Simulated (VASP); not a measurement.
## Cu2: relaxation of the atoms with PBE

System: Cu2, in a box.

```
Cu
1.0
     9.00000    0.00000    0.00000
     0.00000    9.00000    0.00000
     0.00000    0.00000   12.00000
Cu
2
Direct
  0.50071 0.50017 0.41612
  0.50876 0.50524 0.59808
```

This cell differs from its parent crystal: atoms moved at random.

| Property | Result |
| --- | --- |
| Program | VASP 6.6.1 |
| Task | relaxation of the atoms |
| Functional | PBE |
| Potentials or basis | VASP PAW PBE potentials, release 64 (Cu) |
| Cutoff | 380 eV |
| k mesh | 1 × 1 × 1 |
| Occupations | gaussian, width 0.03 eV |
| Spin | no spin polarisation |
| Tolerance level | standard |
| Purpose | geometry |
| Further INCAR settings | ALGO = Normal; EDIFF = 1e-07; NELMDL = -8; IBRION = 2; EDIFFG = -0.01; NSW = 120; ISIF = 0 |

- Energy gained by relaxing: 2.2 meV/atom
- Ionic steps: 3
- Gap between the frontier levels: 1.52 eV

The path:
| step | energy change (eV) | largest force (eV/Å) |
| --- | --- | --- |
| 1 | 0.0000 | 0.2902 |
| 2 | -0.0044 | 0.0314 |
| 3 | -0.0045 | 0.0012 |

Final structure:
```
Cu
1.0
     9.00000    0.00000    0.00000
     0.00000    9.00000    0.00000
     0.00000    0.00000   12.00000
Cu
2
Direct
  0.50065 0.50013 0.41480
  0.50882 0.50528 0.59940
```

Levels at points of the mesh, in eV from the valence-band top:
```csv
k point,band 9,band 10,band 11,band 12,band 13,band 14
"(0.00, 0.00, 0.00)",-0.03,-0.03,0.00,1.52,3.63,3.63
```

Wall time 55 s on 1 thread of Intel(R) Xeon(R) 6975P-C (Granite Rapids), on a shared host, peak memory 0.59 GiB.

Caveat: the cell differs from its parent crystal (atoms moved at random).
